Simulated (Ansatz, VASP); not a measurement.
**PbSe: VASP beside Ansatz**

Contents of INCAR:

```
  ALGO = Normal
  EDIFF = 1E-8
  ENCUT = 400
  GGA = PS
  GGA_COMPAT = F
  ISIF = 2
  ISMEAR = -1
  LASPH = T
  LCHARG = F
  LEFG = T
  LREAL = F
  LWAVE = F
  NBANDS = 17
  NELM = 120
  PREC = Accurate
  SIGMA = 0.01
```

File KPOINTS:

```
k-points
0
Gamma
  9 9 9
```

POSCAR

```
PbSe
1.0
   -0.0612430000      3.0315285000      3.0315285000
    3.0315285000     -0.0612430000      3.0315285000
    3.0315285000      3.0315285000     -0.0612430000
Pb Se
1 1
Direct
    0.0000000000      0.0000000000      0.0000000000
    0.5000000000      0.5000000000      0.5000000000
```

Input for Ansatz:

```yaml
crystal:
  lattice:
    - [-0.061243, 3.0315285, 3.0315285]
    - [3.0315285, -0.061243, 3.0315285]
    - [3.0315285, 3.0315285, -0.061243]
  atoms:
    - { symbol: Pb, position: [0.0, 0.0, 0.0] }
    - { symbol: Se, position: [0.5, 0.5, 0.5] }
kpoints:
  mp_grid: { grid: [9, 9, 9] }
scf:
  occupations: { method: fermi_dirac, width: 0.01 }
hamiltonian:
  xc: pbesol
  pseudopotentials: { kind: all_electron, datasets: crystal }
output:
  forces: true
  stress: true
  eigenvalues: true
  efg: { contact_densities: true }
```

Change from the starting cell: equal xy, yz and zx shear strains of -2 %, crystal datasets.

Alike in both runs: task electric field gradients; functional PBEsol; k mesh 9 × 9 × 9; occupations fermi-dirac, width 0.01 eV; no spin polarisation.

```csv
,VASP,Ansatz
version,VASP 6.6.1,Ansatz 0.2.0
potentials or method,"VASP PAW PBE potentials, release 64 (Pb_d, Se), cutoff 400 eV","all-electron PAW with datasets made for the crystal, scalar-relativistic"
```

VASP gave:

- gap on the k mesh at the Fermi level (eV): 0.47
- pressure (GPa): -0.6
- traceless stress, the component that is largest in VASP (GPa): 0.34
- size of Vzz on the site where it differs most (V/Å²): 4.4

Q: Estimate Ansatz's values.

A: gap on the k mesh at the Fermi level (eV): 0.47; pressure (GPa): -0.6; traceless stress, the component that is largest in VASP (GPa): 0.34; size of Vzz on the site where it differs most (V/Å²): 7.8.

VASP's potentials were made for PBE, not for PBEsol. Ansatz ran all-electron here, and VASP with PAW potentials.

Neither program's run includes spin-orbit coupling.
